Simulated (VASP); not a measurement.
Wanted: the native input for a VASP 6.6.1 run.

| Quantity | Value |
| --- | --- |
| Task | single point |
| Functional | LDA |
| Potentials or basis | VASP PAW LDA potentials, release 64 (Cu, Al) |
| Cutoff | 520 eV |
| k mesh | 9 × 9 × 9 |
| Occupations | fermi-dirac, width 0.05 eV |
| Spin | no spin polarisation |
| Dipole correction | no |
| Further INCAR settings | ALGO = Fast; EDIFF = 1e-06; NBANDS = 16 |

The structure of Al2Cu lies in POSCAR:

```
Al2Cu
1.0
   -1.9888904110      1.9888904110      2.7928920770
    1.9888904110     -1.9888904110      2.7928920770
    1.9888904110      1.9888904110     -2.7928920770
Cu Al
1 2
Direct
    0.5000000000      0.5000000000      0.0000000000
    0.2500000000      0.7500000000      0.5000000000
    0.7500000000      0.2500000000      0.5000000000
```

These files were run (other wordings do the same):

INCAR

```
SYSTEM = Al2Cu
ALGO     = Fast           ! electronic algorithm
EDIFF    = 1E-6           ! SCF threshold, eV
ENCUT    = 520            ! plane-wave cutoff, eV
GGA      = CA             ! functional
ISIF     = 2              ! what is computed and relaxed
ISMEAR   = -1             ! smearing method
LASPH    = .True.         ! aspherical terms in the spheres
LCHARG   = .False.        ! write CHGCAR
LREAL    = .False.        ! projectors in reciprocal space
LWAVE    = .False.        ! write WAVECAR
NBANDS   = 16             ! bands
NELM     = 80             ! most SCF steps
PREC     = Accurate       ! precision mode
SIGMA    = 0.05           ! smearing width, eV
```

KPOINTS

```
k-points
0
Gamma
  9 9 9
  0 0 0
```

Potentials or basis: VASP PAW LDA potentials, release 64 (Cu, Al).

Command:

```console
$ cat potpaw_LDA.64/Cu/POTCAR potpaw_LDA.64/Al/POTCAR > POTCAR
$ mpirun -np 1 vasp_std > vasp.out
```

It gave:

- Pressure: 4.5 GPa

Run time: 48 s on 1 thread of Intel(R) Xeon(R) 6975P-C (Granite Rapids), with other jobs on the host, peak memory 0.17 GiB.
